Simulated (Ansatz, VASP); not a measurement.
# PbS in VASP and in Ansatz

```
Pb S
1.0
     0.00000    2.96575    2.96575
     2.96575    0.00000    2.96575
     2.96575    2.96575    0.00000
Pb S
1 1
Direct
  0.00000 0.00000 0.00000
  0.50000 0.50000 0.50000
```

Alike in both runs: task single point; functional r2SCAN; dispersion rVV10; k mesh 8 × 8 × 8; occupations fermi-dirac, width 0.05 eV; no spin polarisation.

|  | VASP | Ansatz |
| --- | --- | --- |
| version | VASP 6.6.1 | Ansatz 0.2.0 |
| potentials or method | VASP PAW PBE potentials, release 64 (Pb_d, S) | Ansatz PAW |
| plane-wave cutoff (eV) | 520 | 500 |
| valence electrons in the cell | 20 | 20 |

Ansatz gave:

* gap on the k mesh at the Fermi level (eV): 0.57
* least direct gap on the mesh (eV): 0.57
* pressure (GPa): 0.3

Problem. What did VASP give for the same quantities?

Solution. gap on the k mesh at the Fermi level (eV): 0.58; least direct gap on the mesh (eV): 0.58; pressure (GPa): 0.4.

VASP's potentials were made for PBE, not for r2SCAN.

Spin-orbit coupling is off throughout.
